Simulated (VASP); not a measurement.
# PbS (Galena) (Fm-3m) in VASP: a series of runs

PbS (Galena) is run at these levels: PBE; tasks: single point.

All numbers are computed with VASP 6.6.1; they aren't measurements. Logs are shortened: lines on timing, memory, paths and dates and some standing lists are left out, and cuts for length are marked.

## (1) The cell of the first run

It takes space group Fm-3m (No. 225, cubic). The conventional cell has a = 5.810 Å, b = 5.810 Å, c = 5.810 Å, α = 90.00°, β = 90.00°, γ = 90.00°. Pb (site symmetry m-3m) has 6 S at 2.91 Å within 3.8 Å. S (site symmetry m-3m) has 6 Pb at 2.91 Å within 3.8 Å.

## (2) Single point, PBE

File INCAR:

```
SYSTEM = PbS
PREC = Accurate ; ENCUT = 520
EDIFF = 1E-6 ; ISMEAR = 0
SIGMA = 0.02 ; LREAL = .FALSE.
LASPH = .TRUE. ; NELM = 60
ALGO = Normal ; ISIF = 2
LWAVE = .FALSE. ; LCHARG = .FALSE.
GGA = PE ; NBANDS = 17
```

File KPOINTS:

```
Automatic mesh
0
G
  12 12 12
  0 0 0
```

File POSCAR:

```
PbS
1.0
    0.0000000000      2.9052075019      2.9052075019
    2.9052075019      0.0000000000      2.9052075019
    2.9052075019      2.9052075019      0.0000000000
Pb S
1 1
Direct
    0.0000000000      0.0000000000      0.0000000000
    0.5000000000      0.5000000000      0.5000000000
```

Potentials or basis: VASP PAW PBE potentials, release 64 (Pb_d, S).

Launch:

```sh
$ cat potpaw_PBE.64/Pb_d/POTCAR potpaw_PBE.64/S/POTCAR > POTCAR
$ mpirun -np 1 vasp_std > vasp.out
```

OUTCAR:

```text
SYSTEM = PbS
   PREC = Accurate
   ENCUT = 520
   EDIFF = 1E-6
   ISMEAR = 0
   LREAL = .FALSE.
   LASPH = .TRUE.
   NELM = 60
   ISIF = 2
   GGA = PE

 ion  position               nearest neighbor table
   1  0.000  0.000  0.000-   2 2.91   2 2.91   2 2.91   2 2.91   2 2.91   2 2.91
   2  0.500  0.500  0.500-   1 2.91   1 2.91   1 2.91   1 2.91   1 2.91   1 2.91

  LATTYP: Found a face centered cubic cell.
 ALAT       =     5.8104150038

  Lattice vectors:

 A1 = (   0.0000000000,   2.9052075019,   2.9052075019)
 A2 = (   2.9052075019,   0.0000000000,   2.9052075019)
 A3 = (   2.9052075019,   2.9052075019,   0.0000000000)

Analysis of symmetry for initial positions (statically):
=====================================================================
 Subroutine PRICEL returns:
 Original cell was already a primitive cell.

 Routine SETGRP: Setting up the symmetry group for a
 face centered cubic supercell.

 Subroutine GETGRP returns: Found 48 space group operations
 (whereof 48 operations were pure point group operations)
 out of a pool of 48 trial point group operations.

The static configuration has the point symmetry O_h .

Analysis of symmetry for dynamics (positions and initial velocities):
=====================================================================
 Subroutine PRICEL returns:
 Original cell was already a primitive cell.

 Routine SETGRP: Setting up the symmetry group for a
 face centered cubic supercell.

 Subroutine GETGRP returns: Found 48 space group operations
 (whereof 48 operations were pure point group operations)
 out of a pool of 48 trial point group operations.

The dynamic configuration has the point symmetry O_h .

 Subroutine INISYM returns: Found 48 space group operations
 (whereof 48 operations are pure point group operations),
 and found     1 'primitive' translations

----------------------------------------------------------------------------------------

                                     Primitive cell

  volume of cell :      49.0412

  direct lattice vectors                    reciprocal lattice vectors
     0.000000000  2.905207502  2.905207502    -0.172104746  0.172104746  0.172104746
     2.905207502  0.000000000  2.905207502     0.172104746 -0.172104746  0.172104746
     2.905207502  2.905207502  0.000000000     0.172104746  0.172104746 -0.172104746

  length of vectors
     4.108583851  4.108583851  4.108583851     0.298094165  0.298094165  0.298094165

  position of ions in fractional coordinates (direct lattice)
     0.000000000  0.000000000  0.000000000
     0.500000000  0.500000000  0.500000000

  ion indices of the primitive-cell ions
   primitive index   ion index
                 1           1
                 2           2

----------------------------------------------------------------------------------------

 KPOINTS: Automatic mesh

Automatic generation of k-mesh.
 Grid dimensions read from file:
 generate k-points for:   12   12   12

 Generating k-lattice:

  Cartesian coordinates                     Fractional coordinates (reciprocal lattice)
    -0.014342062  0.014342062  0.014342062     0.083333333  0.000000000  0.000000000
     0.014342062 -0.014342062  0.014342062     0.000000000  0.083333333  0.000000000
     0.014342062  0.014342062 -0.014342062     0.000000000  0.000000000  0.083333333

  Length of vectors
     0.024841180  0.024841180  0.024841180

  Shift w.r.t. Gamma in fractional coordinates (k-lattice)
     0.000000000  0.000000000  0.000000000

 Subroutine IBZKPT returns following result:
 ===========================================

 Found     72 irreducible k-points:

 Following reciprocal coordinates:
            Coordinates               Weight
  0.000000  0.000000  0.000000      1.000000
  0.083333  0.000000  0.000000      8.000000
  0.166667  0.000000  0.000000      8.000000
  0.250000  0.000000  0.000000      8.000000
  0.333333  0.000000  0.000000      8.000000
  0.416667  0.000000  0.000000      8.000000
[... 16 lines left out ...]
  0.500000  0.166667  0.000000     24.000000
 -0.416667  0.166667  0.000000     24.000000
 [... further k-points ...]
   k-points           NKPTS =     72   k-points in BZ     NKDIM =     72   number of bands    NBANDS=     17
   number of dos      NEDOS =    301   number of ions     NIONS =      2
   total plane-waves  NPLWV =  32768
   dimension x,y,z NGX =    32 NGY =   32 NGZ =   32
   dimension x,y,z NGXF=    64 NGYF=   64 NGZF=   64
   ions per type =               1   1
   NGX,Y,Z   is equivalent  to a cutoff of  12.95, 12.95, 12.95 a.u.
   NGXF,Y,Z  is equivalent  to a cutoff of  25.90, 25.90, 25.90 a.u.
 SYSTEM =  PbS
   PREC   = accura    normal or accurate (medium, high low for compatibility)
   ISTART =      0    job   : 0-new  1-cont  2-samecut
   ICHARG =      2    charge: 1-file 2-atom 10-const
   ISPIN  =      1    spin polarized calculation?
   LNONCOLLINEAR =      F non collinear calculations
   LSORBIT =      F    spin-orbit coupling
   LASPH  =      T    aspherical Exc in radial PAW
   ENCUT  =  520.0 eV  38.22 Ry    6.18 a.u.   7.64  7.64  7.64*2*pi/ulx,y,z
   NELM   =     60;   NELMIN=  2; NELMDL= -5     # of ELM steps
   EDIFF  = 0.1E-05   stopping-criterion for ELM
   LREAL  =      F    real-space projection
   EDIFFG = 0.1E-04   stopping-criterion for IOM
   NSW    =      0    number of steps for IOM
   IBRION =     -1    ionic relax: 0-MD 1-quasi-New 2-CG
   NFREE  =      0    steps in history (QN), initial steepest desc. (CG)
   ISIF   =      2    stress and relaxation
   ISYM   =      2    0-nonsym 1-usesym 2-fastsym
   POTIM  = 0.5000    time-step for ionic-motion
   TEBEG  =    0.0;   TEEND  =   0.0 temperature during run
   PSTRESS=    0.0 pullay stress
   NELECT =      20.0000    total number of electrons
   NUPDOWN=      -1.0000    fix difference up-down
   EMIN   =  10.00;   EMAX   =-10.00  energy-range for DOS
   EFERMI =   0.00;   METHOD = LEGACY
   ISMEAR =     0;   SIGMA  =   0.02  broadening in eV -4-tet -1-fermi 0-gaus
   EFERMI_NEDOS =   21; number of points for ismear=-14 and -15
   IALGO  =     38    algorithm
   IMIX   =      4    mixing-type and parameters
     AMIX     =   0.40;   BMIX     =  1.00
     AMIX_MAG =   1.60;   BMIX_MAG =  1.00
  volume/ion in A,a.u.               =      24.52       165.47
  Fermi-wavevector in a.u.,A,eV,Ry     =   1.214034  2.294192 20.053350  1.473880
  Thomas-Fermi vector in A             =   2.349467
   LORBIT       =      0    0 simple, 1 ext, 2 COOP (PROOUT), +10 PAW based schemes
   GGA     = PE    functional components
   LHFCALC =     F    Hartree Fock is set to
   AEXX    =    0.0000 exact exchange contribution
   IVDW    =     0    specifies the selected vdW correction
   LEPSILON=     F    determine dielectric tensor
   LRPA    =     F    only Hartree local field effects (RPA)
 non-spin polarized calculation
 Gauss-broadening in eV      SIGMA  =   0.02
  energy-cutoff  :      520.00
  volume of cell :       49.04
 maximum number of plane-waves:      1363
   NGX = 15   NGY = 15   NGZ = 15

 number of electron      20.0000001 magnetization

 Free energy of the ion-electron system (eV)
  ---------------------------------------------------
  ext. energy  EPLUGINS =         0.00000000
  ---------------------------------------------------
  free energy    TOTEN  =        -8.67118897 eV

  energy without entropy =       -8.67118895  energy(sigma->0) =       -8.67118896

 E-fermi :   6.8063     XC(G=0):  -9.9767

 val. band max:        6.7495431758   @ k =   0.5000   0.0000   0.0000
 cond. band min:       6.8630410372   @ k =   0.5000   0.0000   0.0000
 fundamental gap:      0.1134978614
 Fermi energy:         6.8062922494

 k-point     1 :       0.0000    0.0000    0.0000
  band No.  band energies     occupation
      1     -10.2746      2.00000
      2     -10.2746      2.00000
      3     -10.2746      2.00000
      4     -10.2599      2.00000
      5     -10.2599      2.00000
      6      -7.5154      2.00000
[... 9 lines left out ...]
     16      13.2283      0.00000
     17      15.1275      0.00000

 k-point     2 :       0.0833    0.0000    0.0000
  band No.  band energies     occupation
      1     -10.2742      2.00000
      2     -10.2725      2.00000
      3     -10.2725      2.00000
      4     -10.2608      2.00000
      5     -10.2608      2.00000
      6      -7.4497      2.00000
[... 9 lines left out ...]
     16      13.4351      0.00000
     17      15.7937      0.00000

 k-point     3 :       0.1667    0.0000    0.0000
  band No.  band energies     occupation
      1     -10.2745      2.00000
      2     -10.2745      2.00000
      3     -10.2735      2.00000
      4     -10.2556      2.00000
      5     -10.2556      2.00000
      6      -7.2577      2.00000
[... 9 lines left out ...]
     16      13.8719      0.00000
     17      17.1615      0.00000

 k-point     4 :       0.2500    0.0000    0.0000
  band No.  band energies     occupation
      1     -10.2835      2.00000
      2     -10.2835      2.00000
      3     -10.2729      2.00000
      4     -10.2423      2.00000
      5     -10.2423      2.00000
      6      -6.9581      2.00000
[... 9 lines left out ...]
     16      14.5007      0.00000
     17      18.7391      0.00000
[... 343 lines left out ...]
      1     -10.3390      2.00000
      2     -10.2747      2.00000
      3     -10.2747      2.00000
      4     -10.2344      2.00000
      5     -10.2140      2.00000
      6      -6.2586      2.00000
[... 9 lines left out ...]
     16      16.9284      0.00000
     17      18.1885      0.00000

 k-point    23 :       0.5000    0.1667    0.0000
  band No.  band energies     occupation
      1     -10.3409      2.00000
      2     -10.2829      2.00000
      3     -10.2675      2.00000
      4     -10.2315      2.00000
      5     -10.2112      2.00000
      6      -5.9923      2.00000
[... 9 lines left out ...]
     16      16.9616      0.00000
     17      17.5403      0.00000

 k-point    24 :      -0.4167    0.1667    0.0000
  band No.  band energies     occupation
      1     -10.3341      2.00000
      2     -10.2880      2.00000
      3     -10.2630      2.00000
      4     -10.2301      2.00000
      5     -10.2162      2.00000
      6      -5.9518      2.00000
[... 9 lines left out ...]
     16      16.1179      0.00000
     17      18.1987      0.00000

 [... further k-points ...]
[... 5 lines left out ...]
  --------------------------------------------------------------------------------------
  -------------------------------------------------------------------------------------
  Total        1.9995605      1.9995605      1.9995605     -0.0000000     -0.0000000      0.0000000
  in kB       65.3256393     65.3256393     65.3256393     -0.0000000     -0.0000000      0.0000000
  external PRESSURE =      65.3256393 kB  Pullay stress =       0.0000000 kB

 VOLUME and BASIS-vectors are now :
 -----------------------------------------------------------------------------
  energy-cutoff  :      520.00
  volume of cell :       49.04
      direct lattice vectors                 reciprocal lattice vectors
     0.000000000  2.905207502  2.905207502    -0.172104746  0.172104746  0.172104746
     2.905207502  0.000000000  2.905207502     0.172104746 -0.172104746  0.172104746
     2.905207502  2.905207502  0.000000000     0.172104746  0.172104746 -0.172104746

 POSITION                                       TOTAL-FORCE (eV/Angst)
 -----------------------------------------------------------------------------------
      0.00000      0.00000      0.00000         0.000000      0.000000     -0.000000
      2.90521      2.90521      2.90521         0.000000      0.000000      0.000000
 -----------------------------------------------------------------------------------
    total drift:                                0.000000     -0.000000     -0.000000

  FREE ENERGIE OF THE ION-ELECTRON SYSTEM (eV)
  ---------------------------------------------------
  free  energy   TOTEN  =        -8.6711889671 eV

  energy  without entropy=       -8.6711889505  energy(sigma->0) =       -8.67118896
```

Wall time 1.8 min (1 thread of AMD EPYC 7R13, shared host); peak memory 0.18 GiB.

Results:

```
Free energy            : -8.6712 eV
Pressure               : 6.5 GPa
Band gap on the k mesh : 0.11 eV, direct
```

Caveat: spin-orbit coupling is left out, which moves the levels of the heavy elements. A k mesh can miss the band edges.

## (3) Single point, PBE

This run uses another cell than the first one, of 25.30 Å³/atom, 1.032 times its volume.

File INCAR:

```
ALGO = Normal ; EDIFF = 1E-6
ENCUT = 520 ; GGA = PE
ISIF = 2 ; ISMEAR = 0
LASPH = T ; LCHARG = F
LREAL = F ; LWAVE = F
NBANDS = 17 ; NELM = 80
PREC = Accurate ; SIGMA = 0.02
```

File KPOINTS:

```
k-points
0
Gamma
  12 12 12
```

File POSCAR:

```
PbS
1.0
    0.0000000000      2.9357908810      2.9357908810
    2.9357908810      0.0000000000      2.9357908810
    2.9357908810      2.9357908810      0.0000000000
Pb S
1 1
Direct
    0.0000000000      0.0000000000      0.0000000000
    0.5000000000      0.5000000000      0.5000000000
```

Potentials or basis: VASP PAW PBE potentials, release 64 (Pb_d, S).

Launch:

```sh
$ cat potpaw_PBE.64/Pb_d/POTCAR potpaw_PBE.64/S/POTCAR > POTCAR
$ mpirun -np 1 vasp_std > vasp.out
```

Wall time 1.8 min (1 thread of AMD EPYC 7R13, shared host); peak memory 0.18 GiB.

Results (log left out):

```
Free energy            : -8.7240 eV
Pressure               : 4.2 GPa
Band gap on the k mesh : 0.25 eV, direct
```

Levels at points of the mesh, in eV from the valence-band top:
| k point | band 7 | band 8 | band 9 | band 10 | band 11 | band 12 | band 13 | band 14 |
| --- | --- | --- | --- | --- | --- | --- | --- | --- |
| (0.00, 0.00, 0.00) | -6.02 | -2.37 | -2.37 | -2.37 | 5.27 | 5.27 | 5.27 | 6.61 |
| (0.50, 0.00, 0.00) | -9.07 | -1.95 | -1.95 | 0.00 | 0.25 | 1.85 | 1.85 | 8.66 |
| (0.50, 0.50, 0.00) | -7.29 | -5.50 | -3.68 | -3.68 | 3.69 | 5.64 | 5.76 | 5.76 |

Caveat: spin-orbit coupling is left out, which moves the levels of the heavy elements. A k mesh can miss the band edges.
